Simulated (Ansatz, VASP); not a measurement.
# Pt in VASP and in Ansatz

The input INCAR:

```
PREC = Accurate ; ENCUT = 520
EDIFF = 1E-6 ; ISMEAR = 0
SIGMA = 0.15 ; LREAL = F
LASPH = T ; NELM = 80
ALGO = Normal ; ISIF = 2
LWAVE = F ; LCHARG = F
NBANDS = 11
```

Contents of KPOINTS:

```
Automatic mesh
0
Gamma
  20 20 20
```

Contents of POSCAR:

```
Pt
1.0
   -0.2920150933      1.8202274147      1.8202274147
    1.8202274147     -0.2920150933      1.8202274147
    1.8202274147      1.8202274147     -0.2920150933
Pt
1
Direct
    0.0000000000      0.0000000000      0.0000000000
```

Input for Ansatz:

```yaml
crystal:
  lattice:
    - [-0.2920150933, 1.8202274147, 1.8202274147]
    - [1.8202274147, -0.2920150933, 1.8202274147]
    - [1.8202274147, 1.8202274147, -0.2920150933]
  atoms:
    - { symbol: Pt, position: [0.0, 0.0, 0.0] }
basis:
  ecutwfc: 420
kpoints:
  mp_grid: { grid: [20, 20, 20] }
hamiltonian:
  xc: lda
  pseudopotentials: { kind: paw, azcp: { folder: soft_1 } }
scf:
  occupations: { method: gaussian, width: 0.15 }
output:
  forces: true
  stress: true
  eigenvalues: true
```

Change from the starting cell: equal engineering shear yz, xz and xy -0.1500, equal normal strain along x, y and z +0.0100.

Alike in both runs: task single point; functional LDA; k mesh 20 × 20 × 20; occupations gaussian, width 0.15 eV; no spin polarisation.

|  | VASP | Ansatz |
| --- | --- | --- |
| version | VASP 6.6.1 | Ansatz 0.2.0 |
| potentials or method | VASP PAW LDA potentials, release 64 (Pt), cutoff 520 eV | scalar-relativistic, plane waves, PAW |
| valence electrons in the cell | 10 | 18 |

```csv
,VASP,Ansatz,Ansatz less VASP
gap on the k mesh at the Fermi level (eV),none,none,-
pressure (GPa),11.5,10.8,-0.75
"traceless stress, the component that is largest in VASP (GPa)",11.92,11.77,-0.151
```

Ansatz warns that its potentials were made for another functional, while VASP's fit it. LDA's correlation is that of Perdew and Zunger in VASP and of Perdew and Wang (1992) in Ansatz. A gap of «none» marks a metal or a gap that the smearing closes. VASP's potentials hold 10 valence electrons a cell and Ansatz's 18, so a difference there can come from the potentials and not from the codes.

Neither program's run includes spin-orbit coupling.
